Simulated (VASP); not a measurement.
CuBiH3: single point with PBE

Crystal: CuBiH3.

```
Cu Bi H
1.0
     2.59472    1.49806    4.22772
    -2.59472    1.49806    4.22772
     0.00000   -2.99613    4.22772
Cu Bi H
2 2 6
Direct
  0.75000 0.75000 0.75000
  0.25000 0.25000 0.25000
  0.50000 0.50000 0.50000
  0.00000 0.00000 0.00000
  0.22500 0.27500 0.75000
  0.27500 0.75000 0.22500
  0.77500 0.72500 0.25000
  0.25000 0.77500 0.72500
  0.72500 0.25000 0.77500
  0.75000 0.22500 0.27500
```

| Quantity | Value |
| --- | --- |
| Program | VASP 6.6.1 |
| Task | single point |
| Functional | PBE |
| Potentials or basis | VASP PAW PBE potentials, release 64 (Cu, Bi_d, H) |
| Cutoff | 520 eV |
| k mesh | 6 × 6 × 6 |
| Occupations | gaussian, width 0.1 eV |
| Spin | no spin polarisation |
| Dipole correction | no |
| Further INCAR settings | ALGO = Normal; EDIFF = 1e-06; NBANDS = 40 |

* Pressure: 32.6 GPa
* Largest force: 0.306 eV/Å
* Band gap on the k mesh: zero (band 29 reaches 8.67 eV, above the bottom of band 30 at 6.80 eV)

Forces on the atoms (eV/Å):
```
Cu   0.000  0.000  0.000
Cu   0.000  0.000  0.000
Bi   0.000  0.000  0.000
Bi   0.000  0.000  0.000
H   -0.306  0.000  0.000
H    0.153  0.265  0.000
H    0.306  0.000  0.000
H   -0.153  0.265  0.000
H   -0.153 -0.265  0.000
H    0.153 -0.265  0.000
```

Stress tensor (GPa, compression positive):
```
32.72  0.00  0.00
 0.00 32.72  0.00
 0.00  0.00 32.38
```

Levels at points of the mesh, in eV from the Fermi level:
```csv
k point,band 25,band 26,band 27,band 28,band 29,band 30,band 31,band 32,band 33,band 34
"(0.00, 0.00, 0.00)",-1.58,-1.23,-1.23,-0.90,-0.90,-0.90,-0.28,0.65,0.77,0.77
"(0.50, 0.00, 0.00)",-1.73,-1.73,-1.71,-1.71,0.94,0.94,2.81,2.81,3.54,3.54
"(0.50, 0.50, 0.00)",-1.80,-1.80,-1.02,0.73,0.77,1.28,1.29,1.69,1.75,3.92
"(0.50, 0.50, 0.50)",-1.72,-1.72,-1.72,-1.72,0.98,0.98,3.12,3.12,3.12,3.12
```

It took 2.3 min on 1 thread of Intel(R) Xeon(R) Platinum 8259CL CPU @ 2.50GHz (Skylake/Cascade Lake) (shared host), peak memory 0.31 GiB.

Caveat: spin-orbit coupling is left out, which moves the levels of the heavy elements.
